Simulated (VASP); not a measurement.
# La2O3 (P-3m1) in VASP: dielectric tensor with LDA

Aim: the dielectric tensor of La2O3 with LDA.

Program: VASP 6.6.1. These are calculated values, not measurements. Logs are shortened: lines on timing, memory, paths and dates and some standing lists are left out, and cuts for length are marked.

**1. The cell of the first run**

Symmetry: P-3m1, No. 164, trigonal system. Conventional cell: a = 3.931 Å, b = 3.931 Å, c = 6.112 Å, α = 90.00°, β = 90.00°, γ = 120.00°. Within 3.1 Å of La (site symmetry 3m) lie 7 O at 2.36 to 2.72 Å. O (site symmetry 3m) has 4 La at 2.36 to 2.44 Å and 6 O at 2.89 to 3.14 Å within 3.2 Å. O (site symmetry -3m) has 6 La at 2.72 Å and 6 O at 3.14 Å within 3.6 Å.

**2. Dielectric tensor, LDA**

Contents of INCAR:

```
SYSTEM = La2O3
PREC = Accurate
ENCUT = 520
EDIFF = 1E-8
ISMEAR = 0
SIGMA = 0.01
LREAL = .FALSE.
LASPH = .TRUE.
NELM = 200
ALGO = Normal
ISIF = 2
LWAVE = .FALSE.
LCHARG = .FALSE.
GGA = CA
LEPSILON = .TRUE.
GGA_COMPAT = .FALSE.
LMAXMIX = 6
```

Contents of KPOINTS:

```
regular mesh
0
G
  6 6 4
  0 0 0
```

Contents of POSCAR:

```
La2O3
1.0
    3.9307780000      0.0000000000      0.0000000000
   -1.9653890000      3.4041536046      0.0000000000
    0.0000000000      0.0000000000      6.1119540000
La O
2 3
Direct
    0.6666666667      0.3333333333      0.7537640000
    0.3333333333      0.6666666667      0.2462360000
    0.6666666667      0.3333333333      0.3541090000
    0.3333333333      0.6666666667      0.6458910000
    0.0000000000      0.0000000000      0.0000000000
```

Potentials or basis: VASP PAW LDA potentials, release 64 (La, O).

Command:

```sh
$ cat potpaw_LDA.64/La/POTCAR potpaw_LDA.64/O/POTCAR > POTCAR
$ mpirun -np 1 vasp_std > vasp.out
```

OUTCAR:

```text
SYSTEM = La2O3
   PREC = Accurate
   ENCUT = 520
   EDIFF = 1E-8
   ISMEAR = 0
   LREAL = .FALSE.
   LASPH = .TRUE.
   NELM = 200
   ISIF = 2
   GGA = CA
   LEPSILON = .TRUE.

 ion  position               nearest neighbor table
   1  0.667  0.333  0.754-   4 2.36   4 2.36   4 2.36   3 2.44   5 2.72   5 2.72   5 2.72
   2  0.333  0.667  0.246-   3 2.36   3 2.36   3 2.36   4 2.44   5 2.72   5 2.72   5 2.72
   3  0.667  0.333  0.354-   2 2.36   2 2.36   2 2.36   1 2.44
   4  0.333  0.667  0.646-   1 2.36   1 2.36   1 2.36   2 2.44
   5  0.000  0.000  0.000-   1 2.72   2 2.72   2 2.72   1 2.72   1 2.72   2 2.72

  LATTYP: Found a hexagonal cell.
 ALAT       =     3.9307780000
 C/A-ratio  =     1.5548967660

  Lattice vectors:

 A1 = (   3.9307780000,   0.0000000000,   0.0000000000)
 A2 = (  -1.9653890000,   3.4041536046,   0.0000000000)
 A3 = (   0.0000000000,   0.0000000000,   6.1119540000)

Analysis of symmetry for initial positions (statically):
=====================================================================
 Subroutine PRICEL returns:
 Original cell was already a primitive cell.

 Routine SETGRP: Setting up the symmetry group for a
 hexagonal supercell.

 Subroutine GETGRP returns: Found 12 space group operations
 (whereof 12 operations were pure point group operations)
 out of a pool of 24 trial point group operations.

The static configuration has the point symmetry D_3d.

Analysis of symmetry for dynamics (positions and initial velocities):
=====================================================================
 Subroutine PRICEL returns:
 Original cell was already a primitive cell.

 Routine SETGRP: Setting up the symmetry group for a
 hexagonal supercell.

 Subroutine GETGRP returns: Found 12 space group operations
 (whereof 12 operations were pure point group operations)
 out of a pool of 24 trial point group operations.

The dynamic configuration has the point symmetry D_3d.

 Subroutine INISYM returns: Found 12 space group operations
 (whereof 12 operations are pure point group operations),
 and found     1 'primitive' translations

----------------------------------------------------------------------------------------

                                     Primitive cell

  volume of cell :      81.7839

  direct lattice vectors                    reciprocal lattice vectors
     3.930778000  0.000000000  0.000000000     0.254402564  0.146879389  0.000000000
    -1.965389000  3.404153605  0.000000000     0.000000000  0.293758777  0.000000000
     0.000000000  0.000000000  6.111954000     0.000000000  0.000000000  0.163613797

  length of vectors
     3.930778000  3.930778000  6.111954000     0.293758777  0.293758777  0.163613797

  position of ions in fractional coordinates (direct lattice)
     0.666666667  0.333333333  0.753764000
     0.333333333  0.666666667  0.246236000
     0.666666667  0.333333333  0.354109000
     0.333333333  0.666666667  0.645891000
     0.000000000  0.000000000  0.000000000

  ion indices of the primitive-cell ions
   primitive index   ion index
                 1           1
                 2           2
                 3           3
                 4           4
                 5           5

----------------------------------------------------------------------------------------

 KPOINTS: regular mesh

Automatic generation of k-mesh.
 Grid dimensions read from file:
 generate k-points for:    6    6    4

[... 87 lines left out ...]
   GGA     = CA    functional components
   LHFCALC =     F    Hartree Fock is set to
   AEXX    =    0.0000 exact exchange contribution
   IVDW    =     0    specifies the selected vdW correction
   LEPSILON=     T    determine dielectric tensor
   LRPA    =     F    only Hartree local field effects (RPA)
 non-spin polarized calculation
 Gauss-broadening in eV      SIGMA  =   0.01
  energy-cutoff  :      520.00
  volume of cell :       81.78
 maximum number of plane-waves:      2225
 NGX is ok and might be reduce to    30
   NGX = 15   NGY = 15   NGZ = 23

--------------------------------------- Ionic step        1  -------------------------------------------

 number of electron      39.9999992 magnetization

 E-fermi :   5.7887     XC(G=0): -10.9343

 val. band max:        5.6568013794   @ k =   0.5000   0.0000   0.5000
 cond. band min:       9.3804428514   @ k =   0.3333   0.3333   0.0000
 fundamental gap:      3.7236414720
 Fermi energy:         5.7886577937

 k-point     1 :       0.0000    0.0000    0.0000
  band No.  band energies     occupation
      1     -23.9610      2.00000
      2     -23.7092      2.00000
      3     -11.0380      2.00000
      4      -9.6816      2.00000
      5      -9.2697      2.00000
      6      -7.4701      2.00000
[... 637 lines left out ...]
     23      10.4623      0.00000
     24      10.4623      0.00000

  FORCE on cell =-STRESS in cart. coord.  units (eV):
  Direction    XX          YY          ZZ          XY          YZ          ZX
  --------------------------------------------------------------------------------------
  -------------------------------------------------------------------------------------
  Total       -3.3376749     -3.3376749     -3.0475519      0.0000000      0.0000000      0.0000000
  in kB      -65.3863174    -65.3863174    -59.7026975      0.0000000      0.0000000      0.0000000
  external PRESSURE =     -63.4917774 kB  Pullay stress =       0.0000000 kB

 VOLUME and BASIS-vectors are now :
 -----------------------------------------------------------------------------
  energy-cutoff  :      520.00
  volume of cell :       81.78
      direct lattice vectors                 reciprocal lattice vectors
     3.930778000  0.000000000  0.000000000     0.254402564  0.146879389  0.000000000
    -1.965389000  3.404153605  0.000000000     0.000000000  0.293758777  0.000000000
     0.000000000  0.000000000  6.111954000     0.000000000  0.000000000  0.163613797

 POSITION                                       TOTAL-FORCE (eV/Angst)
 -----------------------------------------------------------------------------------
      1.96539      1.13472      4.60697        -0.000000     -0.000000     -0.159460
     -0.00000      2.26944      1.50498         0.000000      0.000000      0.159460
      1.96539      1.13472      2.16430         0.000000      0.000000      0.015223
     -0.00000      2.26944      3.94766        -0.000000     -0.000000     -0.015223
      0.00000      0.00000      0.00000        -0.000000      0.000000      0.000000
 -----------------------------------------------------------------------------------
    total drift:                               -0.000000      0.000000      0.000000

  FREE ENERGIE OF THE ION-ELECTRON SYSTEM (eV)
  ---------------------------------------------------
  free  energy   TOTEN  =       -45.8197565404 eV

  energy  without entropy=      -45.8197565404  energy(sigma->0) =      -45.81975654

 HEAD OF MICROSCOPIC STATIC DIELECTRIC TENSOR (INDEPENDENT PARTICLE, excluding Hartree and local field effects)
 ------------------------------------------------------
           5.119996     0.000000    -0.000000
          -0.000000     5.119996     0.000000
           0.000000    -0.000000     5.036662
 ------------------------------------------------------

 Free energy of the ion-electron system (eV)
  ---------------------------------------------------
  ---------------------------------------------------
  free energy    TOTEN  =        -0.91850790 eV

  energy without entropy =       -0.91850790

------------------------ aborting loop because EDIFF is reached ----------------------------------------

--------------------------------------- Ionic step        2  -------------------------------------------

------------------------ aborting loop because EDIFF is reached ----------------------------------------

--------------------------------------- Ionic step        3  -------------------------------------------

 Free energy of the ion-electron system (eV)
  ---------------------------------------------------
  ---------------------------------------------------
  free energy    TOTEN  =        -0.89761862 eV

  energy without entropy =       -0.89761862

------------------------ aborting loop because EDIFF is reached ----------------------------------------

 PIEZOELECTRIC TENSOR FIELD DIRECTION 3  (e Angst)
 -----------------------------------------------------------------------------
     0.00243 -0.00000 -0.00000           (  0.00002  0.00000  0.00000)
     0.00000  0.00243  0.00000           (  0.00000  0.00002  0.00000)
     0.00000 -0.00000 -0.00671           (  0.00000 -0.00000 -0.00014)

 PIEZOELECTRIC TENSOR FIELD DIRECTION 3  (C/m^2)
 -----------------------------------------------------------------------------
     0.00048 -0.00000 -0.00000
     0.00000  0.00048  0.00000
     0.00000 -0.00000 -0.00131

 MACROSCOPIC STATIC DIELECTRIC TENSOR (including local field effects in DFT)
 ------------------------------------------------------
           4.870996     0.000000     0.000000
           0.000000     4.870996     0.000000
           0.000000     0.000000     4.782615
 ------------------------------------------------------

 PIEZOELECTRIC TENSOR (including local field effects)  for field in x, y, z        (e  Angst)
          XX          YY          ZZ          XY          YZ          ZX
  --------------------------------------------------------------------------------
  x     0.00000     0.00000     0.00000     0.00000     0.00000     0.00000
  y     0.00000     0.00000     0.00000     0.00000     0.00000     0.00000
  z     0.00000     0.00000     0.00000     0.00000     0.00000     0.00000

 PIEZOELECTRIC TENSOR (including local field effects)  for field in x, y, z        (C/m^2)
          XX          YY          ZZ          XY          YZ          ZX
  --------------------------------------------------------------------------------
  x     0.00000     0.00000     0.00000     0.00000     0.00000     0.00000
  y     0.00000     0.00000     0.00000     0.00000     0.00000     0.00000
  z     0.00000     0.00000     0.00000     0.00000     0.00000     0.00000

 BORN EFFECTIVE CHARGES (including local field effects) (in |e|, cummulative output)
 ---------------------------------------------------------------------------------
 ion    1
    1     4.19349     0.00000     0.00000
    2     0.00000     4.19349     0.00000
    3     0.00000     0.00000     3.81917
 ion    2
    1     4.19349     0.00000    -0.00000
    2     0.00000     4.19349     0.00000
    3     0.00000     0.00000     3.81917
 ion    3
    1    -2.84512     0.00000     0.00000
    2     0.00000    -2.84512     0.00000
    3     0.00000     0.00000    -2.53221
 ion    4
    1    -2.84512     0.00000     0.00000
    2     0.00000    -2.84512     0.00000
    3     0.00000     0.00000    -2.53221
 ion    5
    1    -2.69674     0.00000     0.00000
    2     0.00000    -2.69674     0.00000
    3    -0.00000    -0.00000    -2.57393
```

Wall time 13 min (1 thread of AMD EPYC 9R45 (Zen 5), shared host); peak memory 0.36 GiB.

What came out:

* Band gap on the k mesh: 3.72 eV (least direct gap 3.82 eV)
* Electronic dielectric tensor (diagonal): 4.87, 4.87, 4.78
* Born charges (mean of the diagonal): La +4.07; O -2.74, -2.66 (each value once) e

Electronic dielectric tensor:
```
4.87 0.00 0.00
0.00 4.87 0.00
0.00 0.00 4.78
```

Born effective charge tensors (e):
atom 1, La
```
4.19 0.00 0.00
0.00 4.19 0.00
0.00 0.00 3.82
```
atom 2, La
```
4.19 0.00 0.00
0.00 4.19 0.00
0.00 0.00 3.82
```
atom 3, O
```
-2.85  0.00  0.00
 0.00 -2.85  0.00
 0.00  0.00 -2.53
```
atom 4, O
```
-2.85  0.00  0.00
 0.00 -2.85  0.00
 0.00  0.00 -2.53
```
atom 5, O
```
-2.70  0.00  0.00
 0.00 -2.70  0.00
 0.00  0.00 -2.57
```

Caveat: spin-orbit coupling is left out, which moves the levels of the heavy elements.
